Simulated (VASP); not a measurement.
Input of a VASP 6.6.1 run:

File INCAR:

```
PREC = Accurate
ENCUT = 520
EDIFF = 1E-6
ISMEAR = 0
SIGMA = 0.15
LREAL = F
LASPH = T
NELM = 100
ALGO = Fast
ISIF = 2
LWAVE = F
LCHARG = F
GGA = PS
NBANDS = 36
```

The input KPOINTS:

```
regular mesh
0
Gamma
  25 25 6
```

The input POSCAR:

```
Mo
1.0
   -1.3711677094     -2.3749321384      0.0000000000
    1.3711677094     -2.3749321384      0.0000000000
    0.0000000000      0.0000000000     10.7182842839
Mo
4
Direct
    0.0000000000      0.0000000000      0.8137728500
    0.0000000000      0.0000000000      0.1162532643
    0.0000000000      0.0000000000      0.3487597928
    0.0000000000      0.0000000000      0.5812663214
```

Potentials or basis: VASP PAW PBE potentials, release 64 (Mo_sv).

Launch:

```console
$ cat potpaw_PBE.64/Mo_sv/POTCAR > POTCAR
$ mpirun -np 1 vasp_std > vasp.out
```

Problem. Predict the largest force.

Solution. 0.971 eV/Å.

Problem. Predict the band gap on the k mesh.

Solution. Zero (bands 28 and 29 overlap by 1.46 eV).

Problem. What does it give for the pressure?

Solution. -5.8 GPa.

Stress tensor (GPa, compression positive):
```
 -2.77   0.00   0.00
  0.00  -2.77   0.00
  0.00   0.00 -11.75
```

Caveat: the cell differs from its parent crystal (the distance across one plane changed); the stress differs along the axes, from -12 to -3 GPa; the PAW data sets were made with another functional, which shifts forces and pressure a little.
